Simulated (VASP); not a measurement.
# SiC2 (P6/mmm) in VASP: a series of runs

SiC2 is run at these levels: PBE; tasks: relaxation of cell and atoms, single point.

Everything below comes from runs of VASP 6.6.1. Logs are shortened: lines on timing, memory, paths and dates and some standing lists are left out, and cuts for length are marked.

## Step 1: The cell of the first run

Symmetry: P6/mmm, No. 191, hexagonal system. The conventional cell has a = 2.474 Å, b = 2.474 Å, c = 8.454 Å, α = 90.00°, β = 90.00°, γ = 120.00°. Within 3.3 Å of Si (site symmetry 6/mmm) lie 6 Si at 2.47 Å. C (site symmetry -6m2) has 3 C at 1.43 Å within 1.9 Å.

## Step 2: Relaxation of cell and atoms, PBE

Input file INCAR:

```
SYSTEM = SiC2
PREC = Accurate ; ENCUT = 600
EDIFF = 1E-6 ; ISMEAR = 0
SIGMA = 0.1 ; LREAL = .FALSE.
LASPH = .TRUE. ; NELM = 100
ALGO = Normal ; ISIF = 3
LWAVE = .FALSE. ; LCHARG = .FALSE.
GGA = PE ; IBRION = 2
NSW = 100 ; EDIFFG = -0.01
```

Input file KPOINTS:

```
regular mesh
0
G
  24 24 6
  0 0 0
```

Input file POSCAR:

```
SiC2
1.0
    2.4736544289      0.0000000000      0.0000000000
   -1.2368272145      2.1422475757      0.0000000000
    0.0000000000      0.0000000000      8.4536944631
Si C
1 2
Direct
    0.0000000000      0.0000000000      0.0000000000
    0.3333333333      0.6666666667      0.5000000000
    0.6666666667      0.3333333333      0.5000000000
```

Potentials or basis: VASP PAW PBE potentials, release 64 (Si, C).

Started as:

```bash
$ cat potpaw_PBE.64/Si/POTCAR potpaw_PBE.64/C/POTCAR > POTCAR
$ mpirun -np 1 vasp_std > vasp.out
```

OUTCAR:

```text
SYSTEM = SiC2
   PREC = Accurate
   ENCUT = 600
   EDIFF = 1E-6
   ISMEAR = 0
   LREAL = .FALSE.
   LASPH = .TRUE.
   NELM = 100
   ISIF = 3
   GGA = PE
   IBRION = 2
   NSW = 100
   EDIFFG = -0.01

 ion  position               nearest neighbor table
   1  0.000  0.000  0.000-
   2  0.333  0.667  0.500-   3 1.43   3 1.43   3 1.43
   3  0.667  0.333  0.500-   2 1.43   2 1.43   2 1.43

  LATTYP: Found a hexagonal cell.
 ALAT       =     2.4736544289
 C/A-ratio  =     3.4174920977

  Lattice vectors:

 A1 = (   2.4736544289,   0.0000000000,   0.0000000000)
 A2 = (  -1.2368272145,   2.1422475757,   0.0000000000)
 A3 = (   0.0000000000,   0.0000000000,   8.4536944631)

Analysis of symmetry for initial positions (statically):
=====================================================================
 Subroutine PRICEL returns:
 Original cell was already a primitive cell.

 Routine SETGRP: Setting up the symmetry group for a
 hexagonal supercell.

 Subroutine GETGRP returns: Found 24 space group operations
 (whereof 24 operations were pure point group operations)
 out of a pool of 24 trial point group operations.

The static configuration has the point symmetry D_6h.

Analysis of symmetry for dynamics (positions and initial velocities):
=====================================================================
 Subroutine PRICEL returns:
 Original cell was already a primitive cell.

 Routine SETGRP: Setting up the symmetry group for a
 hexagonal supercell.

 Subroutine GETGRP returns: Found 24 space group operations
 (whereof 24 operations were pure point group operations)
 out of a pool of 24 trial point group operations.

The dynamic configuration has the point symmetry D_6h.

 Subroutine INISYM returns: Found 24 space group operations
 (whereof 24 operations are pure point group operations),
 and found     1 'primitive' translations

----------------------------------------------------------------------------------------

                                     Primitive cell

  volume of cell :      44.7977

  direct lattice vectors                    reciprocal lattice vectors
     2.473654429  0.000000000  0.000000000     0.404260186  0.233399727  0.000000000
    -1.236827215  2.142247576  0.000000000     0.000000000  0.466799455  0.000000000
     0.000000000  0.000000000  8.453694463     0.000000000  0.000000000  0.118291477

  length of vectors
     2.473654429  2.473654429  8.453694463     0.466799455  0.466799455  0.118291477

  position of ions in fractional coordinates (direct lattice)
     0.000000000  0.000000000  0.000000000
     0.333333333  0.666666667  0.500000000
     0.666666667  0.333333333  0.500000000

  ion indices of the primitive-cell ions
   primitive index   ion index
                 1           1
                 2           2
                 3           3

----------------------------------------------------------------------------------------

 KPOINTS: regular mesh

Automatic generation of k-mesh.
 Grid dimensions read from file:
 generate k-points for:   24   24    6

 Generating k-lattice:

  Cartesian coordinates                     Fractional coordinates (reciprocal lattice)
     0.016844174  0.009724989  0.000000000     0.041666667  0.000000000  0.000000000
     0.000000000  0.019449977  0.000000000     0.000000000  0.041666667  0.000000000
     0.000000000  0.000000000  0.019715246     0.000000000  0.000000000  0.166666667

  Length of vectors
     0.019449977  0.019449977  0.019715246

  Shift w.r.t. Gamma in fractional coordinates (k-lattice)
     0.000000000  0.000000000  0.000000000

 Subroutine IBZKPT returns following result:
 ===========================================

 Found    244 irreducible k-points:

 Following reciprocal coordinates:
            Coordinates               Weight
  0.000000  0.000000  0.000000      1.000000
  0.041667  0.000000  0.000000      6.000000
  0.083333  0.000000  0.000000      6.000000
  0.125000  0.000000  0.000000      6.000000
  0.166667  0.000000  0.000000      6.000000
  0.208333  0.000000  0.000000      6.000000
[... 16 lines left out ...]
  0.416667  0.041667  0.000000     12.000000
  0.458333  0.041667  0.000000     12.000000
 [... further k-points ...]
   k-points           NKPTS =    244   k-points in BZ     NKDIM =    244   number of bands    NBANDS=     10
   number of dos      NEDOS =    301   number of ions     NIONS =      3
   total plane-waves  NPLWV =  28000
   dimension x,y,z NGX =    20 NGY =   20 NGZ =   70
   dimension x,y,z NGXF=    40 NGYF=   40 NGZF=  140
   ions per type =               1   2
   NGX,Y,Z   is equivalent  to a cutoff of  13.44, 13.44, 13.77 a.u.
   NGXF,Y,Z  is equivalent  to a cutoff of  26.88, 26.88, 27.53 a.u.
 SYSTEM =  SiC2
   PREC   = accura    normal or accurate (medium, high low for compatibility)
   ISTART =      0    job   : 0-new  1-cont  2-samecut
   ICHARG =      2    charge: 1-file 2-atom 10-const
   ISPIN  =      1    spin polarized calculation?
   LNONCOLLINEAR =      F non collinear calculations
   LSORBIT =      F    spin-orbit coupling
   LASPH  =      T    aspherical Exc in radial PAW
   ENCUT  =  600.0 eV  44.10 Ry    6.64 a.u.   4.94  4.94 16.88*2*pi/ulx,y,z
   NELM   =    100;   NELMIN=  2; NELMDL= -5     # of ELM steps
   EDIFF  = 0.1E-05   stopping-criterion for ELM
   LREAL  =      F    real-space projection
   EDIFFG = -.1E-01   stopping-criterion for IOM
   NSW    =    100    number of steps for IOM
   IBRION =      2    ionic relax: 0-MD 1-quasi-New 2-CG
   NFREE  =      1    steps in history (QN), initial steepest desc. (CG)
   ISIF   =      3    stress and relaxation
   ISYM   =      2    0-nonsym 1-usesym 2-fastsym
   POTIM  = 0.5000    time-step for ionic-motion
   TEBEG  =    0.0;   TEEND  =   0.0 temperature during run
   PSTRESS=    0.0 pullay stress
   NELECT =      12.0000    total number of electrons
   NUPDOWN=      -1.0000    fix difference up-down
   EMIN   =  10.00;   EMAX   =-10.00  energy-range for DOS
   EFERMI =   0.00;   METHOD = LEGACY
   ISMEAR =     0;   SIGMA  =   0.10  broadening in eV -4-tet -1-fermi 0-gaus
   EFERMI_NEDOS =   21; number of points for ismear=-14 and -15
   IALGO  =     38    algorithm
   IMIX   =      4    mixing-type and parameters
     AMIX     =   0.40;   BMIX     =  1.00
     AMIX_MAG =   1.60;   BMIX_MAG =  1.00
  volume/ion in A,a.u.               =      14.93       100.77
  Fermi-wavevector in a.u.,A,eV,Ry     =   1.055318  1.994263 15.152766  1.113697
  Thomas-Fermi vector in A             =   2.190512
   LORBIT       =      0    0 simple, 1 ext, 2 COOP (PROOUT), +10 PAW based schemes
   GGA     = PE    functional components
   LHFCALC =     F    Hartree Fock is set to
   AEXX    =    0.0000 exact exchange contribution
   IVDW    =     0    specifies the selected vdW correction
   LEPSILON=     F    determine dielectric tensor
   LRPA    =     F    only Hartree local field effects (RPA)
 conjugate gradient relaxation of ions
 non-spin polarized calculation
 Gauss-broadening in eV      SIGMA  =   0.10
  energy-cutoff  :      600.00
  volume of cell :       44.80
 maximum number of plane-waves:      1542
 NGX is ok and might be reduce to    20
   NGX =  9   NGY =  9   NGZ = 33

--------------------------------------- Ionic step        1  -------------------------------------------

 number of electron      12.0000000 magnetization

 Free energy of the ion-electron system (eV)
  ---------------------------------------------------
  ext. energy  EPLUGINS =         0.00000000
  ---------------------------------------------------
  free energy    TOTEN  =       -22.91403372 eV

  energy without entropy =      -22.91126887  energy(sigma->0) =      -22.91265130

------------------------ aborting loop because EDIFF is reached ----------------------------------------

  FORCE on cell =-STRESS in cart. coord.  units (eV):
  Direction    XX          YY          ZZ          XY          YZ          ZX
  --------------------------------------------------------------------------------------
  -------------------------------------------------------------------------------------
  Total       -0.2030661     -0.2030661      0.0388468      0.0000000     -0.0000000     -0.0000000
  in kB       -7.2626124     -7.2626124      1.3893464      0.0000000     -0.0000000     -0.0000000
  external PRESSURE =      -4.3786262 kB  Pullay stress =       0.0000000 kB
[... 207 lines left out ...]
  energy  without entropy=      -22.9115678059  energy(sigma->0) =      -22.91295924

--------------------------------------- Ionic step        7  -------------------------------------------

 number of electron      11.9999999 magnetization

 Free energy of the ion-electron system (eV)
  ---------------------------------------------------
  ext. energy  EPLUGINS =         0.00000000
  ---------------------------------------------------
  free energy    TOTEN  =       -22.91444054 eV

  energy without entropy =      -22.91165546  energy(sigma->0) =      -22.91304800

 E-fermi :   3.8059     XC(G=0):  -8.7924

 val. band max:        3.7815546094   @ k =   0.2083   0.2083   0.0000
 cond. band min:       3.8074183766   @ k =   0.2500   0.1667   0.1667
 fundamental gap:      0.0258637672
 Fermi energy:         3.8059073720

 k-point     1 :       0.0000    0.0000    0.0000
  band No.  band energies     occupation
      1     -15.6117      2.00000
      2      -8.9996      2.00000
      3      -3.7587      2.00000
      4      -0.1042      2.00000
      5       0.8114      2.00000
      6       0.8114      2.00000
      7       6.2848      0.00000
      8      11.5491      0.00000
      9      12.1286      0.00000
     10      12.1286      0.00000
[... 287 lines left out ...]
 k-point    24 :       0.4583    0.0417    0.0000
  band No.  band energies     occupation
      1     -10.5352      2.00000
      2      -9.1368      2.00000
      3      -2.6728      2.00000
      4      -2.0248      2.00000
      5      -0.4431      2.00000
      6       1.4764      2.00000
      7       5.4658      0.00000
      8       6.5373      0.00000
      9       8.7249      0.00000
     10      11.1357      0.00000

 [... further k-points ...]

------------------------ aborting loop because EDIFF is reached ----------------------------------------

  FORCE on cell =-STRESS in cart. coord.  units (eV):
  Direction    XX          YY          ZZ          XY          YZ          ZX
  --------------------------------------------------------------------------------------
  -------------------------------------------------------------------------------------
  Total       -0.0080369     -0.0080369      0.0260412      0.0000000     -0.0000000      0.0000000
  in kB       -0.2866514     -0.2866514      0.9288136      0.0000000     -0.0000000      0.0000000
  external PRESSURE =       0.1185036 kB  Pullay stress =       0.0000000 kB
[... 18 lines left out ...]
  FREE ENERGIE OF THE ION-ELECTRON SYSTEM (eV)
  ---------------------------------------------------
  free  energy   TOTEN  =       -22.9144405398 eV

  energy  without entropy=      -22.9116554630  energy(sigma->0) =      -22.91304800

 reached required accuracy - stopping structural energy minimisation
```

Wall time 4.1 min (1 thread of Intel Xeon Platinum 8259CL at 2.50GHz (Skylake/Cascade Lake), shared host); peak memory 0.27 GiB.

What came out:

| Property | Result |
| --- | --- |
| Free energy | -22.9144 eV |
| Relaxed volume | 14.97 Å³/atom |
| Relaxed cell | a = 2.471 Å, b = 2.471 Å, c = 8.496 Å, α = 90.00°, β = 90.00°, γ = 120.00° |
| Space group after relaxing (to 0.05 Å) | P6/mmm (No. 191) |
| Energy gained by relaxing | 0.1 meV/atom |
| Ionic steps | 7 |
| Pressure after relaxing | 0.0 GPa |
| Band gap on the k mesh | zero (band 6 reaches 4.44 eV, above the bottom of band 7 at 3.18 eV) |

Stress tensor (GPa, compression positive):
```
-0.03  0.00  0.00
 0.00 -0.03  0.00
 0.00  0.00  0.09
```

Step by step:
| step | energy change (eV) | largest force (eV/Å) | pressure (GPa) | volume (Å³) |
| --- | --- | --- | --- | --- |
| 1 | 0.0000 | 0.0000 | -0.44 | 44.80 |
| 2 | 0.0005 | 0.0000 | 0.91 | 44.53 |
| 3 | -0.0003 | 0.0000 | 0.06 | 44.70 |
| 4 | -0.0003 | 0.0000 | 0.04 | 44.70 |
| 5 | -0.0003 | 0.0000 | 0.04 | 44.72 |
| 6 | -0.0003 | 0.0000 | 0.04 | 44.79 |
| 7 | -0.0004 | 0.0000 | 0.01 | 44.92 |

Final structure:
```
CELL_PARAMETERS angstrom
2.47087 0.00000 0.00000
-1.23543 2.13983 0.00000
0.00000 0.00000 8.49600
ATOMIC_POSITIONS crystal
Si 0.00000 0.00000 0.00000
C 0.33333 0.66667 0.50000
C 0.66667 0.33333 0.50000
```

Levels at points of the mesh, in eV from the Fermi level:
```
           k point  band 4  band 5  band 6  band 7  band 8  band 9
(0.00, 0.00, 0.00)   -3.91   -2.99   -2.99    2.48    7.74    8.32
(0.50, 0.00, 0.00)   -5.57   -4.61   -2.30    1.60    2.86    4.68
(0.00, 0.00, 0.50)   -4.04   -2.99   -2.99    3.51    5.27    8.32
(0.50, 0.00, 0.50)   -5.58   -4.61   -2.29    1.72    2.67    4.59
```

## Step 3: Single point, PBE

Input file INCAR:

```
ALGO = Normal
EDIFF = 1E-7
ENCUT = 520
GGA = PE
ISIF = 2
ISMEAR = 0
LASPH = T
LCHARG = T
LELF = T
LREAL = F
LVHAR = T
LWAVE = F
NBANDS = 13
NELM = 100
PREC = Accurate
SIGMA = 0.1
```

Input file KPOINTS:

```
k-points
0
Gamma
  6 6 4
```

Input file POSCAR:

```
SiC2
1.0
    2.4736544289      0.0000000000      0.0000000000
   -1.2368272145      2.1422475757      0.0000000000
    0.0000000000      0.0000000000      8.4536944631
Si C
1 2
Direct
    0.0000000000      0.0000000000      0.0000000000
    0.3333333333      0.6666666667      0.4999969363
    0.6666666667      0.3333333333      0.5000030637
```

Potentials or basis: VASP PAW PBE potentials, release 64 (Si, C).

Started as:

```bash
$ cat potpaw_PBE.64/Si/POTCAR potpaw_PBE.64/C/POTCAR > POTCAR
$ mpirun -np 1 vasp_std > vasp.out
```

OUTCAR:

```text
EDIFF = 1E-7
   ENCUT = 520
   GGA = PE
   ISIF = 2
   ISMEAR = 0
   LASPH = T
   LREAL = F
   NELM = 100
   PREC = Accurate

 ion  position               nearest neighbor table
   1  0.000  0.000  0.000-
   2  0.333  0.667  0.500-   3 1.43   3 1.43   3 1.43
   3  0.667  0.333  0.500-   2 1.43   2 1.43   2 1.43

  LATTYP: Found a hexagonal cell.
 ALAT       =     2.4736544289
 C/A-ratio  =     3.4174920977

  Lattice vectors:

 A1 = (   2.4736544289,   0.0000000000,   0.0000000000)
 A2 = (  -1.2368272145,   2.1422475757,   0.0000000000)
 A3 = (   0.0000000000,   0.0000000000,   8.4536944631)

Analysis of symmetry for initial positions (statically):
=====================================================================
 Subroutine PRICEL returns:
 Original cell was already a primitive cell.

 Routine SETGRP: Setting up the symmetry group for a
 hexagonal supercell.

 Subroutine GETGRP returns: Found 24 space group operations
 (whereof 24 operations were pure point group operations)
 out of a pool of 24 trial point group operations.

[... 173 lines left out ...]
      5       0.4394      2.00000
      6       0.4394      2.00000
      7       6.3577      0.00000
      8      11.6367      0.00000
      9      11.7428      0.00000
     10      11.7428      0.00000
     11      13.4585      0.00000
     12      14.8182      0.00000
     13      15.7872      0.00000
[... 306 lines left out ...]
  band No.  band energies     occupation
      1      -9.0732      2.00000
      2      -9.0732      2.00000
      3      -6.9917      2.00000
      4       1.0272      2.00000
      5       1.0272      2.00000
      6       2.6724      2.00000
      7       3.5337      0.69578
      8       3.5337      0.69578
      9       8.4295      0.00000
     10      11.3156      0.00000
     11      11.3156      0.00000
     12      14.0569      0.00000
     13      16.9567      0.00000

------------------------ aborting loop because EDIFF is reached ----------------------------------------

  FORCE on cell =-STRESS in cart. coord.  units (eV):
  Direction    XX          YY          ZZ          XY          YZ          ZX
  --------------------------------------------------------------------------------------
  -------------------------------------------------------------------------------------
  Total        0.0607295      0.0607295      0.0628981     -0.0000000      0.0000000      0.0000000
  in kB        2.1719778      2.1719778      2.2495370     -0.0000000      0.0000000      0.0000000
  external PRESSURE =       2.1978309 kB  Pullay stress =       0.0000000 kB

 VOLUME and BASIS-vectors are now :
 -----------------------------------------------------------------------------
  energy-cutoff  :      520.00
  volume of cell :       44.80
      direct lattice vectors                 reciprocal lattice vectors
     2.473654429  0.000000000  0.000000000     0.404260186  0.233399727  0.000000000
    -1.236827215  2.142247576  0.000000000     0.000000000  0.466799455  0.000000000
     0.000000000  0.000000000  8.453694463     0.000000000  0.000000000  0.118291477

 POSITION                                       TOTAL-FORCE (eV/Angst)
 -----------------------------------------------------------------------------------
      0.00000      0.00000      0.00000         0.000000      0.000000      0.000000
     -0.00000      1.42817      4.22682        -0.000000      0.000000      0.000000
      1.23683      0.71408      4.22687         0.000000     -0.000000      0.000000
 -----------------------------------------------------------------------------------
    total drift:                                0.000000     -0.000000      0.000000

  FREE ENERGIE OF THE ION-ELECTRON SYSTEM (eV)
  ---------------------------------------------------
  free  energy   TOTEN  =       -22.9888841547 eV

  energy  without entropy=      -22.9763654354  energy(sigma->0) =      -22.98262480
```

stdout:

```text
POSCAR found type information on POSCAR SiC
 POSCAR found :  2 types and       3 ions
 scaLAPACK will be used
 LDA part: xc-table for (Slater+PW92), standard interpolation
 POSCAR, INCAR and KPOINTS ok, starting setup
 FFT: planning ... GRIDC
 FFT: planning ... GRID_SOFT
 FFT: planning ... GRID
 WAVECAR not read
 entering main loop
```

It took 12 s on 1 thread of Intel Xeon Platinum 8559C (Emerald Rapids), shared host; peak memory 0.14 GiB.

What came out:

```yaml
Free_energy: -22.9889 eV
Pressure: 0.2 GPa
Band_gap_on_the_k_mesh: 0.02 eV, indirect (least direct gap 0.85 eV)
```

Levels at points of the mesh, in eV from the valence-band top:
| k point | band 2 | band 3 | band 4 | band 5 | band 6 | band 7 | band 8 | band 9 | band 10 | band 11 |
| --- | --- | --- | --- | --- | --- | --- | --- | --- | --- | --- |
| (0.00, 0.00, 0.00) | -12.14 | -7.55 | -3.32 | -3.06 | -3.06 | 2.85 | 8.13 | 8.24 | 8.24 | 9.95 |
| (0.50, 0.00, 0.00) | -13.18 | -6.41 | -4.92 | -3.96 | -2.32 | 1.62 | 3.41 | 5.26 | 7.28 | 9.11 |
| (0.00, 0.00, 0.50) | -12.14 | -7.51 | -3.45 | -3.06 | -3.06 | 3.96 | 5.58 | 8.24 | 8.24 | 11.31 |
| (0.50, 0.00, 0.50) | -13.18 | -6.41 | -4.92 | -3.97 | -2.31 | 1.71 | 3.26 | 5.16 | 7.28 | 9.11 |

Caveat: the k points lie up to 0.49 Å⁻¹ apart. A k mesh can miss the band edges.

(Part 1 of 2 ends here.)
